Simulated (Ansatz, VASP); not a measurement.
## One calculation of Hf, two programs

INCAR

```
SYSTEM = Hf
  ALGO = Normal
  EDIFF = 1E-6
  EDIFFG = -0.01
  ENCUT = 600
  GGA = RE
  IBRION = 2
  ISIF = 3
  ISMEAR = -1
  IVDW = 12
  LASPH = .TRUE.
  LCHARG = .FALSE.
  LREAL = .FALSE.
  LWAVE = .FALSE.
  NELM = 80
  NSW = 60
  PREC = Accurate
  SIGMA = 0.05
```

Contents of KPOINTS:

```
k-points
0
G
  10 10 10
  0 0 0
```

The input POSCAR:

```
Hf
1.0
   -1.8050000000      1.8050000000      1.8050000000
    1.8050000000     -1.8050000000      1.8050000000
    1.8050000000      1.8050000000     -1.8050000000
Hf
1
Direct
    0.0000000000      0.0000000000      0.0000000000
```

The input input.yaml:

```yaml
crystal:
  lattice:
    - [-1.805, 1.805, 1.805]
    - [1.805, -1.805, 1.805]
    - [1.805, 1.805, -1.805]
  atoms:
    - { symbol: Hf, position: [0.0, 0.0, 0.0] }
hamiltonian:
  xc: revpbe
  pseudopotentials: { kind: paw }
  dispersion: d3bj
kpoints:
  mp_grid: { grid: [10, 10, 10] }
scf:
  occupations: { method: fermi_dirac, width: 0.05 }
output:
  forces: true
  stress: true
  eigenvalues: true
  write_density: true
  write_potential: true
  elf: true
  volumetric_format: npy
relax:
  f_tol: 0.01
  max_steps: 40
  cell: { stress_tol: 0.05 }
```

Alike in both runs: task relaxation of cell and atoms; functional revPBE; dispersion D3(BJ); k mesh 10 × 10 × 10; occupations fermi-dirac, width 0.05 eV; no spin polarisation.

|  | VASP | Ansatz |
| --- | --- | --- |
| version | VASP 6.6.1 | Ansatz 0.2.0 |
| potentials or method | VASP PAW PBE potentials, release 64 (Hf_pv) | Ansatz PAW |
| plane-wave cutoff (eV) | 600 | 420 |
| valence electrons in the cell | 10 | 26 |

```csv
,VASP,Ansatz,Ansatz less VASP
"gap on the k mesh at the Fermi level, each at its own relaxed structure (eV)",none,none,-
relaxed volume (Å³/atom),21.40,21.48,+0.081
relaxed cell length with the largest relative difference (Å),3.029,3.033,+0.0038
```

VASP's potentials were made for PBE, not for revPBE. A gap of «none» marks a metal or a gap that the smearing closes. VASP's potentials hold 10 valence electrons a cell and Ansatz's 26, so a difference there can come from the potentials and not from the codes.

Spin-orbit coupling is off throughout. Noted on Ansatz's run: the plane-wave basis is chosen anew once the cell has moved, so the energies of steps on either side of that aren't comparable.
